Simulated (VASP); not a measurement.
# Te2Mo (P6_3/mmc) in VASP: notebook, part 2 of 2

VASP 6.6.1. The steps go on from the part before.

## 3. Single point, PBEsol (strain +0.050 along x and y, -0.050 along z)

File INCAR:

```
PREC     = Accurate       # precision mode
ENCUT    = 520            # plane-wave cutoff, eV
EDIFF    = 1E-6           # SCF threshold, eV
ISMEAR   = 0              # smearing method
SIGMA    = 0.05           # smearing width, eV
LREAL    = F              # projectors in reciprocal space
LASPH    = T              # aspherical terms in the spheres
NELM     = 80             # most SCF steps
ALGO     = Normal         # electronic algorithm
ISIF     = 2              # what is computed and relaxed
LWAVE    = F              # write WAVECAR
LCHARG   = F              # write CHGCAR
GGA      = PS             # functional
NBANDS   = 35             # bands
```

File KPOINTS:

```
regular mesh
0
Gamma
  12 12 2
```

File POSCAR:

```
Te2Mo
1.0
    3.6686939548      0.0000000000      0.0000000000
   -1.8343469774      3.1771821636      0.0000000000
    0.0000000000      0.0000000000     13.3081120128
Te Mo
4 2
Direct
    0.3333333333      0.6666666667      0.6211281373
    0.6666666667      0.3333333333      0.1211281373
    0.3333333333      0.6666666667      0.8788718627
    0.6666666667      0.3333333333      0.3788718627
    0.3333333333      0.6666666667      0.2500000000
    0.6666666667      0.3333333333      0.7500000000
```

Potentials or basis: VASP PAW PBE potentials, release 64 (Te, Mo_sv).

The run is started by

```
$ cat potpaw_PBE.64/Te/POTCAR potpaw_PBE.64/Mo_sv/POTCAR > POTCAR
$ mpirun -np 1 vasp_std > vasp.out
```

OUTCAR:

```text
PREC = Accurate
   ENCUT = 520
   EDIFF = 1E-6
   ISMEAR = 0
   LREAL = F
   LASPH = T
   NELM = 80
   ISIF = 2
   GGA = PS

 ion  position               nearest neighbor table
   1  0.333  0.667  0.621-   6 2.73   6 2.73   6 2.73   3 3.43
   2  0.667  0.333  0.121-   5 2.73   5 2.73   5 2.73   4 3.43
   3  0.333  0.667  0.879-   6 2.73   6 2.73   6 2.73   1 3.43
   4  0.667  0.333  0.379-   5 2.73   5 2.73   5 2.73   2 3.43
   5  0.333  0.667  0.250-   2 2.73   4 2.73   2 2.73   4 2.73   2 2.73   4 2.73
   6  0.667  0.333  0.750-   1 2.73   3 2.73   1 2.73   3 2.73   1 2.73   3 2.73

  LATTYP: Found a hexagonal cell.
[... 1120 lines left out ...]
  -------------------------------------------------------------------------------------
  Total       -5.2698283     -5.2698283      2.7874621     -0.0000000      0.0000000     -0.0000000
  in kB      -54.4298324    -54.4298324     28.7905194     -0.0000000      0.0000000     -0.0000000
  external PRESSURE =     -26.6897151 kB  Pullay stress =       0.0000000 kB

 VOLUME and BASIS-vectors are now :
 -----------------------------------------------------------------------------
  energy-cutoff  :      520.00
  volume of cell :      155.12
      direct lattice vectors                 reciprocal lattice vectors
     3.668693955  0.000000000  0.000000000     0.272576566  0.157372154  0.000000000
    -1.834346977  3.177182164  0.000000000     0.000000000  0.314744308  0.000000000
     0.000000000  0.000000000 13.308112013     0.000000000  0.000000000  0.075142139

 POSITION                                       TOTAL-FORCE (eV/Angst)
 -----------------------------------------------------------------------------------
     -0.00000      2.11812      8.26604        -0.000000      0.000000     -0.337770
      1.83435      1.05906      1.61199         0.000000     -0.000000     -0.337770
     -0.00000      2.11812     11.69613        -0.000000      0.000000      0.337770
      1.83435      1.05906      5.04207         0.000000     -0.000000      0.337770
     -0.00000      2.11812      3.32703         0.000000     -0.000000      0.000000
      1.83435      1.05906      9.98108        -0.000000      0.000000      0.000000
 -----------------------------------------------------------------------------------
    total drift:                                0.000000     -0.000000      0.000000

  FREE ENERGIE OF THE ION-ELECTRON SYSTEM (eV)
  ---------------------------------------------------
  free  energy   TOTEN  =       -39.0409216092 eV

  energy  without entropy=      -39.0395862963  energy(sigma->0) =      -39.04025395
```

OSZICAR:

```text
N       E                     dE             d eps       ncg     rms          rms(c)
DAV:   1     0.384068168820E+03    0.38407E+03   -0.26909E+04  3020   0.133E+03
DAV:   2    -0.190414933863E+02   -0.40311E+03   -0.39067E+03  3241   0.314E+02
DAV:   3    -0.400329062705E+02   -0.20991E+02   -0.20524E+02  3212   0.622E+01
DAV:   4    -0.405243627939E+02   -0.49146E+00   -0.48860E+00  3198   0.941E+00
DAV:   5    -0.405365547791E+02   -0.12192E-01   -0.12181E-01  3322   0.152E+00    0.214E+01
DAV:   6    -0.398026386693E+02    0.73392E+00   -0.77741E+00  2827   0.154E+01    0.989E+00
DAV:   7    -0.395727520105E+02    0.22989E+00   -0.59021E+00  2726   0.130E+01    0.677E+00
DAV:   8    -0.390573139628E+02    0.51544E+00   -0.95535E-01  2768   0.549E+00    0.279E+00
DAV:   9    -0.390498405131E+02    0.74734E-02   -0.26919E-01  3043   0.242E+00    0.119E+00
DAV:  10    -0.390409308592E+02    0.89097E-02   -0.38405E-02  2833   0.119E+00    0.319E-01
DAV:  11    -0.390410384400E+02   -0.10758E-03   -0.22714E-03  2949   0.252E-01    0.121E-01
DAV:  12    -0.390409476560E+02    0.90784E-04   -0.23175E-04  3059   0.798E-02    0.849E-02
DAV:  13    -0.390409207830E+02    0.26873E-04   -0.79953E-05  2894   0.504E-02    0.322E-02
DAV:  14    -0.390409216092E+02   -0.82623E-06   -0.51377E-06  2725   0.958E-03
   1 F= -.39040922E+02 E0= -.39040254E+02  d E =-.133531E-02
```

It took 97 s on 1 thread of Intel Xeon 6975P-C (Granite Rapids), shared host; peak memory 0.35 GiB.

What came out:

- Free energy: -39.0409 eV
- Pressure: -2.7 GPa
- Largest force: 0.338 eV/Å
- Band gap on the k mesh: zero (band 26 reaches 8.15 eV, above the bottom of band 27 at 8.07 eV)

Forces on the atoms (eV/Å):
```
Te   0.000  0.000 -0.338
Te   0.000  0.000 -0.338
Te   0.000  0.000  0.338
Te   0.000  0.000  0.338
Mo   0.000  0.000  0.000
Mo   0.000  0.000  0.000
```

Stress tensor (GPa, compression positive):
```
-5.44  0.00  0.00
 0.00 -5.44  0.00
 0.00  0.00  2.88
```

Caveat: the cell differs from its parent crystal (strain +0.050 along x and y, -0.050 along z); the PAW data sets were made with another functional, which shifts forces and pressure a little; spin-orbit coupling is left out, which moves the levels of the heavy elements; this functional lacks dispersion, which binds the layers, so the pressure and a relaxed spacing across them are unreliable.

## 4. Single point, PBEsol (strain -0.050 along x and y, -0.050 along z)

File INCAR:

```
SYSTEM = Te2Mo
  PREC = Accurate
  ENCUT = 520
  EDIFF = 1E-6
  ISMEAR = 0
  SIGMA = 0.05
  LREAL = .False.
  LASPH = .True.
  NELM = 60
  ALGO = Normal
  ISIF = 2
  LWAVE = .False.
  LCHARG = .False.
  GGA = PS
  NBANDS = 35
```

File KPOINTS:

```
regular mesh
0
Gamma
  12 12 2
  0 0 0
```

POSCAR, as its differences from that of step 3:

```diff
@@ -2,4 +2,4 @@
 1.0
-    3.6686939548      0.0000000000      0.0000000000
-   -1.8343469774      3.1771821636      0.0000000000
+    3.3192945305      0.0000000000      0.0000000000
+   -1.6596472652      2.8745933861      0.0000000000
     0.0000000000      0.0000000000     13.3081120128
```

Potentials or basis: VASP PAW PBE potentials, release 64 (Te, Mo_sv).

The run is started by

```
$ cat potpaw_PBE.64/Te/POTCAR potpaw_PBE.64/Mo_sv/POTCAR > POTCAR
$ mpirun -np 1 vasp_std > vasp.out
```

OUTCAR:

```text
SYSTEM = Te2Mo
   PREC = Accurate
   ENCUT = 520
   EDIFF = 1E-6
   ISMEAR = 0
   LREAL = .False.
   LASPH = .True.
   NELM = 60
   ISIF = 2
   GGA = PS

 ion  position               nearest neighbor table
   1  0.333  0.667  0.621-   6 2.57   6 2.57   6 2.57   3 3.43
   2  0.667  0.333  0.121-   5 2.57   5 2.57   5 2.57   4 3.43
   3  0.333  0.667  0.879-   6 2.57   6 2.57   6 2.57   1 3.43
   4  0.667  0.333  0.379-   5 2.57   5 2.57   5 2.57   2 3.43
   5  0.333  0.667  0.250-   2 2.57   4 2.57   2 2.57   4 2.57   2 2.57   4 2.57
   6  0.667  0.333  0.750-   1 2.57   3 2.57   1 2.57   3 2.57   1 2.57   3 2.57

  LATTYP: Found a hexagonal cell.
 ALAT       =     3.3192945305
 C/A-ratio  =     4.0093194173

  Lattice vectors:

 A1 = (   3.3192945305,   0.0000000000,   0.0000000000)
 A2 = (  -1.6596472652,   2.8745933861,   0.0000000000)
 A3 = (   0.0000000000,   0.0000000000,  13.3081120128)

Analysis of symmetry for initial positions (statically):
=====================================================================
 Subroutine PRICEL returns:
 Original cell was already a primitive cell.

 Routine SETGRP: Setting up the symmetry group for a
 hexagonal supercell.

 Subroutine GETGRP returns: Found 24 space group operations
 (whereof 12 operations were pure point group operations)
 out of a pool of 24 trial point group operations.

The static configuration has the point symmetry D_3d.
 The point group associated with its full space group is D_6h.

Analysis of symmetry for dynamics (positions and initial velocities):
=====================================================================
 Subroutine PRICEL returns:
 Original cell was already a primitive cell.

 Routine SETGRP: Setting up the symmetry group for a
 hexagonal supercell.

 Subroutine GETGRP returns: Found 24 space group operations
 (whereof 12 operations were pure point group operations)
 out of a pool of 24 trial point group operations.

The dynamic configuration has the point symmetry D_3d.
 The point group associated with its full space group is D_6h.

 Subroutine INISYM returns: Found 24 space group operations
 (whereof 12 operations are pure point group operations),
 and found     1 'primitive' translations

----------------------------------------------------------------------------------------

                                     Primitive cell

  volume of cell :     126.9810

  direct lattice vectors                    reciprocal lattice vectors
     3.319294531  0.000000000  0.000000000     0.301268836  0.173937644  0.000000000
    -1.659647265  2.874593386  0.000000000     0.000000000  0.347875287  0.000000000
     0.000000000  0.000000000 13.308112013     0.000000000  0.000000000  0.075142139

  length of vectors
     3.319294531  3.319294531 13.308112013     0.347875287  0.347875287  0.075142139

  position of ions in fractional coordinates (direct lattice)
     0.333333333  0.666666667  0.621128137
     0.666666667  0.333333333  0.121128137
     0.333333333  0.666666667  0.878871863
     0.666666667  0.333333333  0.378871863
     0.333333333  0.666666667  0.250000000
     0.666666667  0.333333333  0.750000000

  ion indices of the primitive-cell ions
   primitive index   ion index
[... 26 lines left out ...]
     0.000000000  0.000000000  0.000000000

 Subroutine IBZKPT returns following result:
 ===========================================

 Found     38 irreducible k-points:

 Following reciprocal coordinates:
            Coordinates               Weight
  0.000000  0.000000  0.000000      1.000000
  0.083333  0.000000  0.000000      6.000000
  0.166667  0.000000  0.000000      6.000000
  0.250000  0.000000  0.000000      6.000000
  0.333333  0.000000  0.000000      6.000000
  0.416667  0.000000  0.000000      6.000000
[... 16 lines left out ...]
  0.250000  0.000000  0.500000      6.000000
  0.333333  0.000000  0.500000      6.000000
 [... further k-points ...]
   k-points           NKPTS =     38   k-points in BZ     NKDIM =     38   number of bands    NBANDS=     35
   number of dos      NEDOS =    301   number of ions     NIONS =      6
   total plane-waves  NPLWV =  78400
   dimension x,y,z NGX =    28 NGY =   28 NGZ =  100
   dimension x,y,z NGXF=    56 NGYF=   56 NGZF=  200
   ions per type =               4   2
   NGX,Y,Z   is equivalent  to a cutoff of  14.02, 14.02, 12.49 a.u.
   NGXF,Y,Z  is equivalent  to a cutoff of  28.05, 28.05, 24.98 a.u.
 SYSTEM =  Te2Mo
   PREC   = accura    normal or accurate (medium, high low for compatibility)
   ISTART =      0    job   : 0-new  1-cont  2-samecut
   ICHARG =      2    charge: 1-file 2-atom 10-const
   ISPIN  =      1    spin polarized calculation?
   LNONCOLLINEAR =      F non collinear calculations
   LSORBIT =      F    spin-orbit coupling
   LASPH  =      T    aspherical Exc in radial PAW
   ENCUT  =  520.0 eV  38.22 Ry    6.18 a.u.   6.17  6.17 24.74*2*pi/ulx,y,z
   NELM   =     60;   NELMIN=  2; NELMDL= -5     # of ELM steps
   EDIFF  = 0.1E-05   stopping-criterion for ELM
   LREAL  =      F    real-space projection
   EDIFFG = 0.1E-04   stopping-criterion for IOM
   NSW    =      0    number of steps for IOM
   IBRION =     -1    ionic relax: 0-MD 1-quasi-New 2-CG
   NFREE  =      0    steps in history (QN), initial steepest desc. (CG)
   ISIF   =      2    stress and relaxation
   ISYM   =      2    0-nonsym 1-usesym 2-fastsym
   POTIM  = 0.5000    time-step for ionic-motion
   TEBEG  =    0.0;   TEEND  =   0.0 temperature during run
   PSTRESS=    0.0 pullay stress
   NELECT =      52.0000    total number of electrons
   NUPDOWN=      -1.0000    fix difference up-down
   EMIN   =  10.00;   EMAX   =-10.00  energy-range for DOS
   EFERMI =   0.00;   METHOD = LEGACY
   ISMEAR =     0;   SIGMA  =   0.05  broadening in eV -4-tet -1-fermi 0-gaus
   EFERMI_NEDOS =   21; number of points for ismear=-14 and -15
   IALGO  =     38    algorithm
   IMIX   =      4    mixing-type and parameters
     AMIX     =   0.40;   BMIX     =  1.00
     AMIX_MAG =   1.60;   BMIX_MAG =  1.00
  volume/ion in A,a.u.               =      21.16       142.82
  Fermi-wavevector in a.u.,A,eV,Ry     =   1.215709  2.297357 20.108717  1.477949
  Thomas-Fermi vector in A             =   2.351087
   LORBIT       =      0    0 simple, 1 ext, 2 COOP (PROOUT), +10 PAW based schemes
   GGA     = PS    functional components
   LHFCALC =     F    Hartree Fock is set to
   AEXX    =    0.0000 exact exchange contribution
   IVDW    =     0    specifies the selected vdW correction
   LEPSILON=     F    determine dielectric tensor
   LRPA    =     F    only Hartree local field effects (RPA)
 non-spin polarized calculation
 Gauss-broadening in eV      SIGMA  =   0.05
  energy-cutoff  :      520.00
  volume of cell :      126.98
 maximum number of plane-waves:      3448
 NGX is ok and might be reduce to    28
   NGX = 13   NGY = 13   NGZ = 49

 number of electron      52.0000004 magnetization

 Free energy of the ion-electron system (eV)
  ---------------------------------------------------
  ext. energy  EPLUGINS =         0.00000000
  ---------------------------------------------------
  free energy    TOTEN  =       -38.06111362 eV

  energy without entropy =      -38.06111362  energy(sigma->0) =      -38.06111362

 E-fermi :  10.7418     XC(G=0): -11.3695

 val. band max:       10.5293633282   @ k =   0.0833   0.0833   0.0000
 cond. band min:      11.0208955928   @ k =   0.2500   0.1667   0.0000
 fundamental gap:      0.4915322646
 Fermi energy:        10.7418197871

 k-point     1 :       0.0000    0.0000    0.0000
  band No.  band energies     occupation
      1     -50.2252      2.00000
      2     -50.2252      2.00000
      3     -24.6052      2.00000
      4     -24.6051      2.00000
      5     -24.3117      2.00000
      6     -24.3117      2.00000
[... 901 lines left out ...]
     34      14.6644      0.00000
     35      15.8365      0.00000

 [... further k-points ...]
[... 5 lines left out ...]
  --------------------------------------------------------------------------------------
  -------------------------------------------------------------------------------------
  Total       16.8629444     16.8629444     21.1166830      0.0000000     -0.0000000     -0.0000000
  in kB      212.7675190    212.7675190    266.4388942      0.0000000     -0.0000000     -0.0000000
  external PRESSURE =     230.6579774 kB  Pullay stress =       0.0000000 kB

 VOLUME and BASIS-vectors are now :
 -----------------------------------------------------------------------------
  energy-cutoff  :      520.00
  volume of cell :      126.98
      direct lattice vectors                 reciprocal lattice vectors
     3.319294531  0.000000000  0.000000000     0.301268836  0.173937644  0.000000000
    -1.659647265  2.874593386  0.000000000     0.000000000  0.347875287  0.000000000
     0.000000000  0.000000000 13.308112013     0.000000000  0.000000000  0.075142139

 POSITION                                       TOTAL-FORCE (eV/Angst)
 -----------------------------------------------------------------------------------
     -0.00000      1.91640      8.26604         0.000000     -0.000000     -2.764072
      1.65965      0.95820      1.61199        -0.000000     -0.000000     -2.764072
     -0.00000      1.91640     11.69613         0.000000      0.000000      2.764072
      1.65965      0.95820      5.04207         0.000000      0.000000      2.764072
     -0.00000      1.91640      3.32703         0.000000     -0.000000      0.000000
      1.65965      0.95820      9.98108        -0.000000      0.000000      0.000000
 -----------------------------------------------------------------------------------
    total drift:                                0.000000     -0.000000      0.000000

  FREE ENERGIE OF THE ION-ELECTRON SYSTEM (eV)
  ---------------------------------------------------
  free  energy   TOTEN  =       -38.0611136202 eV

  energy  without entropy=      -38.0611136202  energy(sigma->0) =      -38.06111362
```

Run time: 2 min. Hardware: 1 thread of Intel Xeon 6975P-C (Granite Rapids), shared host; peak memory 0.34 GiB.

Results:

```
Free energy            : -38.0611 eV
Pressure               : 23.1 GPa
Largest force          : 2.764 eV/Å
Band gap on the k mesh : 0.49 eV, indirect (least direct gap 1.20 eV)
```

Forces in eV/Å, atoms in the order of the input:
```
Te   0.000  0.000 -2.764
Te   0.000  0.000 -2.764
Te   0.000  0.000  2.764
Te   0.000  0.000  2.764
Mo   0.000  0.000  0.000
Mo   0.000  0.000  0.000
```

Caveat: the cell differs from its parent crystal (strain -0.050 along x and y, -0.050 along z); the PAW data sets were made with another functional, which shifts forces and pressure a little; spin-orbit coupling is left out, which moves the levels of the heavy elements; this functional lacks dispersion, which binds the layers, so the pressure and a relaxed spacing across them are unreliable.

## 5. The runs side by side

| cell | gap on the mesh (eV) | pressure (GPa) | largest force (eV/Å) |
| --- | --- | --- | --- |
| a = 3.581, b = 3.581, c = 14.009 Å, angles 90.0, 90.0, 120.0°, 6 atoms | 0.69 | -4.2 | 0.39 |
| a = 3.669, b = 3.669, c = 13.308 Å, angles 90.0, 90.0, 120.0°, 6 atoms | none | -2.7 | 0.34 |
| a = 3.319, b = 3.319, c = 13.308 Å, angles 90.0, 90.0, 120.0°, 6 atoms | 0.49 | 23.1 | 2.76 |

Alike in all rows: task single point; level PBEsol; potentials or basis VASP PAW PBE potentials, release 64 (Te, Mo_sv); no spin polarisation; k mesh 12 × 12 × 2; cutoff (eV) 520; smearing gaussian 0.05 eV.

Caveats: the PAW data sets were made with another functional, which shifts forces and pressure a little; spin-orbit coupling is left out, which moves the levels of the heavy elements; this functional lacks dispersion, which binds the layers, so the pressure and a relaxed spacing across them are unreliable.

Absolute energies hang on the potentials; compare differences alone.
